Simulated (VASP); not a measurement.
# Te in VASP: further runs

Te is run at these levels: PBEsol, HSE06, PBE0, r2SCAN; tasks: single point.

Everything below comes from runs of VASP 6.6.1. Logs are shortened: lines on timing, memory, paths and dates and some standing lists are left out, and cuts for length are marked.

**1. The cell of the first run**

It takes space group R-3m (No. 166, trigonal). Conventional cell: a = 4.612 Å, b = 4.612 Å, c = 5.073 Å, α = 90.00°, β = 90.00°, γ = 120.00°. Within 4.4 Å of Te (site symmetry -3m) lie 12 Te at 3.15 to 4.30 Å.

**2. Single point, PBEsol**

Input file INCAR:

```
PREC = Accurate
ENCUT = 520
EDIFF = 1E-7
ISMEAR = -1
SIGMA = 0.05
LREAL = False
LASPH = True
NELM = 80
ALGO = Normal
ISIF = 2
LWAVE = False
LCHARG = False
GGA = PS
NBANDS = 9
```

Input file KPOINTS:

```
Automatic mesh
0
Gamma
  6 6 6
```

Input file POSCAR:

```
Te
1.0
    2.3059043427      1.3313144930      1.6909537039
   -2.3059043427      1.3313144930      1.6909537039
    0.0000000000     -2.6626289860      1.6909537039
Te
1
Direct
    0.5000000000      0.5000000000      0.5000000000
```

Potentials or basis: VASP PAW PBE potentials, release 64 (Te).

The run is started by

```bash
$ cat potpaw_PBE.64/Te/POTCAR > POTCAR
$ mpirun -np 1 vasp_std > vasp.out
```

OUTCAR:

```text
PREC = Accurate
   ENCUT = 520
   EDIFF = 1E-7
   ISMEAR = -1
   LREAL = False
   LASPH = True
   NELM = 80
   ISIF = 2
   GGA = PS

 ion  position               nearest neighbor table
   1  0.500  0.500  0.500-

  LATTYP: Found a trigonal (rhomboedric) cell.
 ALAT       =     3.1541904739
 COS(alpha) =    -0.0688991668

  Lattice vectors:

 A1 = (   2.3059043427,   1.3313144930,   1.6909537039)
 A2 = (  -2.3059043427,   1.3313144930,   1.6909537039)
 A3 = (   0.0000000000,  -2.6626289860,   1.6909537039)

Analysis of symmetry for initial positions (statically):
=====================================================================
 Subroutine PRICEL returns:
 Original cell was already a primitive cell.

 Routine SETGRP: Setting up the symmetry group for a
 trigonal (rhombohedral) supercell.

 Subroutine GETGRP returns: Found 12 space group operations
 (whereof 12 operations were pure point group operations)
 out of a pool of 12 trial point group operations.

The static configuration has the point symmetry D_3d.

Analysis of symmetry for dynamics (positions and initial velocities):
=====================================================================
 Subroutine PRICEL returns:
 Original cell was already a primitive cell.

 Routine SETGRP: Setting up the symmetry group for a
 trigonal (rhombohedral) supercell.

 Subroutine GETGRP returns: Found 12 space group operations
 (whereof 12 operations were pure point group operations)
 out of a pool of 12 trial point group operations.

The dynamic configuration has the point symmetry D_3d.

 Subroutine INISYM returns: Found 12 space group operations
 (whereof 12 operations are pure point group operations),
 and found     1 'primitive' translations

----------------------------------------------------------------------------------------

                                     Primitive cell

  volume of cell :      31.1462

  direct lattice vectors                    reciprocal lattice vectors
     2.305904343  1.331314493  1.690953704     0.216834667  0.125189553  0.197127415
    -2.305904343  1.331314493  1.690953704    -0.216834667  0.125189553  0.197127415
     0.000000000 -2.662628986  1.690953704     0.000000000 -0.250379107  0.197127415

  length of vectors
     3.154190474  3.154190474  3.154190474     0.318667405  0.318667405  0.318667405

  position of ions in fractional coordinates (direct lattice)
     0.500000000  0.500000000  0.500000000

  ion indices of the primitive-cell ions
   primitive index   ion index
                 1           1

----------------------------------------------------------------------------------------

 KPOINTS: Automatic mesh

Automatic generation of k-mesh.
 Grid dimensions read from file:
 generate k-points for:    6    6    6

 Generating k-lattice:

  Cartesian coordinates                     Fractional coordinates (reciprocal lattice)
     0.036139111  0.020864926  0.032854569     0.166666667  0.000000000  0.000000000
    -0.036139111  0.020864926  0.032854569     0.000000000  0.166666667  0.000000000
     0.000000000 -0.041729851  0.032854569     0.000000000  0.000000000  0.166666667

  Length of vectors
     0.053111234  0.053111234  0.053111234

  Shift w.r.t. Gamma in fractional coordinates (k-lattice)
     0.000000000  0.000000000  0.000000000

 Subroutine IBZKPT returns following result:
 ===========================================

 Found     32 irreducible k-points:

 Following reciprocal coordinates:
            Coordinates               Weight
  0.000000  0.000000  0.000000      1.000000
  0.166667 -0.000000  0.000000      6.000000
  0.333333  0.000000  0.000000      6.000000
  0.500000 -0.000000  0.000000      3.000000
  0.166667  0.166667  0.000000      6.000000
  0.333333  0.166667  0.000000     12.000000
[... 16 lines left out ...]
  0.500000  0.500000  0.166667      6.000000
 -0.333333  0.500000  0.166667     12.000000
 [... further k-points ...]
   k-points           NKPTS =     32   k-points in BZ     NKDIM =     32   number of bands    NBANDS=      9
   number of dos      NEDOS =    301   number of ions     NIONS =      1
   total plane-waves  NPLWV =  13824
   dimension x,y,z NGX =    24 NGY =   24 NGZ =   24
   dimension x,y,z NGXF=    48 NGYF=   48 NGZF=   48
   ions per type =               1
   NGX,Y,Z   is equivalent  to a cutoff of  12.65, 12.65, 12.65 a.u.
   NGXF,Y,Z  is equivalent  to a cutoff of  25.30, 25.30, 25.30 a.u.
 SYSTEM =  unknown system
   PREC   = accura    normal or accurate (medium, high low for compatibility)
   ISTART =      0    job   : 0-new  1-cont  2-samecut
   ICHARG =      2    charge: 1-file 2-atom 10-const
   ISPIN  =      1    spin polarized calculation?
   LNONCOLLINEAR =      F non collinear calculations
   LSORBIT =      F    spin-orbit coupling
   LASPH  =      T    aspherical Exc in radial PAW
   ENCUT  =  520.0 eV  38.22 Ry    6.18 a.u.   5.86  5.86  5.86*2*pi/ulx,y,z
   NELM   =     80;   NELMIN=  2; NELMDL= -5     # of ELM steps
   EDIFF  = 0.1E-06   stopping-criterion for ELM
   LREAL  =      F    real-space projection
   EDIFFG = 0.1E-05   stopping-criterion for IOM
   NSW    =      0    number of steps for IOM
   IBRION =     -1    ionic relax: 0-MD 1-quasi-New 2-CG
   NFREE  =      0    steps in history (QN), initial steepest desc. (CG)
   ISIF   =      2    stress and relaxation
   ISYM   =      2    0-nonsym 1-usesym 2-fastsym
   POTIM  = 0.5000    time-step for ionic-motion
   TEBEG  =    0.0;   TEEND  =   0.0 temperature during run
   PSTRESS=    0.0 pullay stress
   NELECT =       6.0000    total number of electrons
   NUPDOWN=      -1.0000    fix difference up-down
   EMIN   =  10.00;   EMAX   =-10.00  energy-range for DOS
   EFERMI =   0.00;   METHOD = LEGACY
   ISMEAR =    -1;   SIGMA  =   0.05  broadening in eV -4-tet -1-fermi 0-gaus
   EFERMI_NEDOS =   21; number of points for ismear=-14 and -15
   IALGO  =     38    algorithm
   IMIX   =      4    mixing-type and parameters
     AMIX     =   0.40;   BMIX     =  1.00
     AMIX_MAG =   1.60;   BMIX_MAG =  1.00
  volume/ion in A,a.u.               =      31.15       210.18
  Fermi-wavevector in a.u.,A,eV,Ry     =   0.945490  1.786717 12.162947  0.893951
  Thomas-Fermi vector in A             =   2.073397
   LORBIT       =      0    0 simple, 1 ext, 2 COOP (PROOUT), +10 PAW based schemes
   GGA     = PS    functional components
   LHFCALC =     F    Hartree Fock is set to
   AEXX    =    0.0000 exact exchange contribution
   IVDW    =     0    specifies the selected vdW correction
   LEPSILON=     F    determine dielectric tensor
   LRPA    =     F    only Hartree local field effects (RPA)
 non-spin polarized calculation
  energy-cutoff  :      520.00
  volume of cell :       31.15
 maximum number of plane-waves:       858
   NGX = 11   NGY = 11   NGZ = 11

 number of electron       5.9999999 magnetization

 Free energy of the ion-electron system (eV)
  ---------------------------------------------------
  ext. energy  EPLUGINS =         0.00000000
  ---------------------------------------------------
  free energy    TOTEN  =        -3.39018198 eV

  energy without entropy =       -3.38237404  energy(sigma->0) =       -3.38627801

 E-fermi :   6.9034     XC(G=0):  -9.6559

 val. band max:        6.8530235873   @ k =  -0.3333   0.1667   0.1667
 cond. band min:       6.9439403807   @ k =  -0.3333   0.1667   0.1667
 fundamental gap:      0.0909167933
 Fermi energy:         6.9033705190

 k-point     1 :       0.0000    0.0000    0.0000
  band No.  band energies     occupation
      1      -7.0568      2.00000
      2       7.8976      0.00000
      3       8.3716      0.00000
      4       8.3716      0.00000
      5      13.0013      0.00000
      6      13.0013      0.00000
      7      13.4891      0.00000
      8      23.7297      0.00000
      9      23.8754      0.00000

 k-point     2 :       0.1667   -0.0000    0.0000
  band No.  band energies     occupation
      1      -6.7144      2.00000
      2       5.4235      2.00000
      3       8.3429      0.00000
      4       8.6517      0.00000
      5      13.3242      0.00000
      6      13.6974      0.00000
      7      16.5659      0.00000
      8      20.6096      0.00000
      9      20.7070      0.00000

 k-point     3 :       0.3333    0.0000    0.0000
  band No.  band energies     occupation
      1      -5.8261      2.00000
      2       2.1043      2.00000
      3       8.9916      0.00000
      4       9.3166      0.00000
      5      14.1394      0.00000
      6      14.8222      0.00000
      7      17.7012      0.00000
      8      18.3629      0.00000
      9      20.1144      0.00000

 k-point     4 :       0.5000   -0.0000    0.0000
  band No.  band energies     occupation
      1      -5.1784      2.00000
      2       0.5970      2.00000
      3       9.3971      0.00000
      4       9.7320      0.00000
      5      14.6390      0.00000
      6      15.9182      0.00000
      7      16.8254      0.00000
      8      18.0991      0.00000
      9      18.2773      0.00000
[... 205 lines left out ...]
 k-point    22 :      -0.1667    0.3333    0.1667
  band No.  band energies     occupation
      1      -5.1755      2.00000
      2       2.7211      2.00000
      3       6.6492      1.98768
      4       7.3944      0.00011
      5      14.1934      0.00000
      6      16.1018      0.00000
      7      17.3340      0.00000
      8      17.8258      0.00000
      9      19.5130      0.00000

 k-point    23 :       0.5000    0.5000    0.1667
  band No.  band energies     occupation
      1      -2.9426      2.00000
      2       2.2472      2.00000
      3       2.9706      2.00000
      4       8.5452      0.00000
      5       9.2056      0.00000
      6      15.1238      0.00000
      7      15.7158      0.00000
      8      19.5238      0.00000
      9      20.5607      0.00000

 k-point    24 :      -0.3333    0.5000    0.1667
  band No.  band energies     occupation
      1      -3.6473      2.00000
      2       1.9912      2.00000
      3       4.2189      2.00000
      4       8.2927      0.00000
      5      10.7299      0.00000
      6      15.0711      0.00000
      7      16.1888      0.00000
      8      19.4857      0.00000
      9      19.8287      0.00000

 [... further k-points ...]

------------------------ aborting loop because EDIFF is reached ----------------------------------------

  FORCE on cell =-STRESS in cart. coord.  units (eV):
  Direction    XX          YY          ZZ          XY          YZ          ZX
  --------------------------------------------------------------------------------------
  -------------------------------------------------------------------------------------
  Total       -0.1875354     -0.1875354      0.0214018      0.0000000      0.0000000      0.0000000
  in kB       -9.6469242     -9.6469242      1.1009223      0.0000000      0.0000000      0.0000000
  external PRESSURE =      -6.0643087 kB  Pullay stress =       0.0000000 kB

 VOLUME and BASIS-vectors are now :
 -----------------------------------------------------------------------------
  energy-cutoff  :      520.00
  volume of cell :       31.15
      direct lattice vectors                 reciprocal lattice vectors
     2.305904343  1.331314493  1.690953704     0.216834667  0.125189553  0.197127415
    -2.305904343  1.331314493  1.690953704    -0.216834667  0.125189553  0.197127415
     0.000000000 -2.662628986  1.690953704     0.000000000 -0.250379107  0.197127415

 POSITION                                       TOTAL-FORCE (eV/Angst)
 -----------------------------------------------------------------------------------
      0.00000      0.00000      2.53643         0.000000     -0.000000     -0.000000
 -----------------------------------------------------------------------------------
    total drift:                                0.000000      0.000000     -0.000000

  FREE ENERGIE OF THE ION-ELECTRON SYSTEM (eV)
  ---------------------------------------------------
  free  energy   TOTEN  =        -3.3901819806 eV

  energy  without entropy=       -3.3823740389  energy(sigma->0) =       -3.38627801
```

It used 3.8 s of CPU time on 1 thread of Intel(R) Xeon(R) Platinum 8488C (Sapphire Rapids), with other jobs on the host.

What came out:

| Item | Value |
| --- | --- |
| Free energy | -3.3902 eV |
| Pressure | -0.6 GPa |
| Band gap on the k mesh | zero (bands 3 and 4 overlap by 4.94 eV) |

Caveat: the PAW data sets were made with another functional, which shifts forces and pressure a little; spin-orbit coupling is left out, which moves the levels of the heavy elements.

**3. Single point, HSE06**

POSCAR is that of step 2.

Input file INCAR.step1:

```
SYSTEM = Te
PREC = Accurate
ENCUT = 520
EDIFF = 1E-5
ISMEAR = -1
SIGMA = 0.05
LREAL = .FALSE.
LASPH = .TRUE.
NELM = 60
ALGO = Normal
ISIF = 2
LWAVE = .TRUE.
LCHARG = .FALSE.
GGA = PE
NBANDS = 9
```

Input file INCAR.step2:

```
SYSTEM = Te
PREC = Accurate
ENCUT = 520
EDIFF = 1E-6
ISMEAR = -1
SIGMA = 0.05
LREAL = .FALSE.
LASPH = .TRUE.
NELM = 60
ALGO = Normal
ISIF = 2
LWAVE = .FALSE.
LCHARG = .FALSE.
GGA = PE
LHFCALC = .TRUE.
HFSCREEN = 0.2079
PRECFOCK = Normal
ISTART = 1
NBANDS = 9
```

Input file KPOINTS:

```
regular mesh
0
G
  6 6 6
  0 0 0
```

Potentials or basis: VASP PAW PBE potentials, release 64 (Te).

The run is started by

```bash
$ cat potpaw_PBE.64/Te/POTCAR > POTCAR
$ cp INCAR.step1 INCAR
$ mpirun -np 1 vasp_std > vasp.out
$ cp INCAR.step2 INCAR
$ mpirun -np 1 vasp_std > vasp.out
```

OUTCAR:

```text
SYSTEM = Te
   PREC = Accurate
   ENCUT = 520
   EDIFF = 1E-6
   ISMEAR = -1
   LREAL = .FALSE.
   LASPH = .TRUE.
   NELM = 60
   ISIF = 2
   GGA = PE
   LHFCALC = .TRUE.
   HFSCREEN = 0.2079
   PRECFOCK = Normal
   ISTART = 1

 ion  position               nearest neighbor table
   1  0.500  0.500  0.500-

  LATTYP: Found a trigonal (rhomboedric) cell.
 ALAT       =     3.1541904739
 COS(alpha) =    -0.0688991668

  Lattice vectors:

 A1 = (   2.3059043427,   1.3313144930,   1.6909537039)
[... 466 lines left out ...]
  band No.  band energies     occupation
      1      -4.8098      2.00000
      2       1.2671      2.00000
      3       3.7986      2.00000
      4       8.4674      0.00000
      5      11.2038      0.00000
      6      15.7755      0.00000
      7      16.9368      0.00000
      8      20.3059      0.00000
      9      20.7014      0.00000

 [... further k-points ...]
[... 5 lines left out ...]
  --------------------------------------------------------------------------------------
  -------------------------------------------------------------------------------------
  Total       -0.2901051     -0.2901051      0.0437465      0.0000000     -0.0000000      0.0000000
  in kB      -14.9231672    -14.9231672      2.2503428      0.0000000     -0.0000000      0.0000000
  external PRESSURE =      -9.1986639 kB  Pullay stress =       0.0000000 kB

 VOLUME and BASIS-vectors are now :
 -----------------------------------------------------------------------------
  energy-cutoff  :      520.00
  volume of cell :       31.15
      direct lattice vectors                 reciprocal lattice vectors
     2.305904343  1.331314493  1.690953704     0.216834667  0.125189553  0.197127415
    -2.305904343  1.331314493  1.690953704    -0.216834667  0.125189553  0.197127415
     0.000000000 -2.662628986  1.690953704     0.000000000 -0.250379107  0.197127415

 POSITION                                       TOTAL-FORCE (eV/Angst)
 -----------------------------------------------------------------------------------
      0.00000      0.00000      2.53643        -0.000000     -0.000000      0.000000
 -----------------------------------------------------------------------------------
    total drift:                               -0.000000     -0.000003      0.000001

  FREE ENERGIE OF THE ION-ELECTRON SYSTEM (eV)
  ---------------------------------------------------
  free  energy   TOTEN  =        -3.7022754416 eV

  energy  without entropy=       -3.6962679737  energy(sigma->0) =       -3.69927171
```

OSZICAR.step1:

```text
N       E                     dE             d eps       ncg     rms          rms(c)
DAV:   1     0.174254619997E+02    0.17425E+02   -0.25434E+03   576   0.535E+02
DAV:   2    -0.241092957303E+01   -0.19836E+02   -0.19297E+02   718   0.742E+01
DAV:   3    -0.296326431522E+01   -0.55233E+00   -0.55023E+00   685   0.150E+01
DAV:   4    -0.296827797831E+01   -0.50137E-02   -0.50135E-02   784   0.162E+00
DAV:   5    -0.296833659575E+01   -0.58617E-04   -0.58617E-04   733   0.137E-01    0.744E+00
DAV:   6    -0.297060842306E+01   -0.22718E-02   -0.82182E-04   718   0.189E-01    0.455E+00
DAV:   7    -0.297223818656E+01   -0.16298E-02   -0.18973E-03   622   0.285E-01    0.947E-02
DAV:   8    -0.297226047221E+01   -0.22286E-04   -0.44919E-05   712   0.435E-02    0.428E-02
DAV:   9    -0.297226450290E+01   -0.40307E-05   -0.95310E-06   630   0.187E-02
   1 F= -.29722645E+01 E0= -.29684045E+01  d E =-.772004E-02
```

It took 5.4 min on 1 thread of Intel Xeon Platinum 8488C (Sapphire Rapids), shared host; peak memory 0.25 GiB.

Results:

| Quantity | Value |
| --- | --- |
| Free energy | -3.7023 eV |
| Pressure | -0.9 GPa |
| Band gap on the k mesh | zero (bands 3 and 4 overlap by 5.77 eV) |

Levels at points of the mesh, in eV from the Fermi level:
```tsv
k point	band 1	band 2	band 3	band 4	band 5	band 6
(0.00, 0.00, 0.00)	-15.49	1.10	1.69	1.69	6.53	6.53
(0.50, 0.00, 0.00)	-13.40	-7.18	2.86	3.27	8.27	9.57
(0.50, 0.50, 0.00)	-11.27	-5.67	-4.88	2.31	4.59	11.17
(0.50, 0.50, 0.50)	-9.01	-3.93	-3.93	-2.91	4.36	4.36
```

Caveat: the PAW data sets were made with another functional, which shifts forces and pressure a little; spin-orbit coupling is left out, which moves the levels of the heavy elements.

[end of part 1 of 2]

The gap in the log of VASP goes by the Fermi energy; the results here count the filled bands.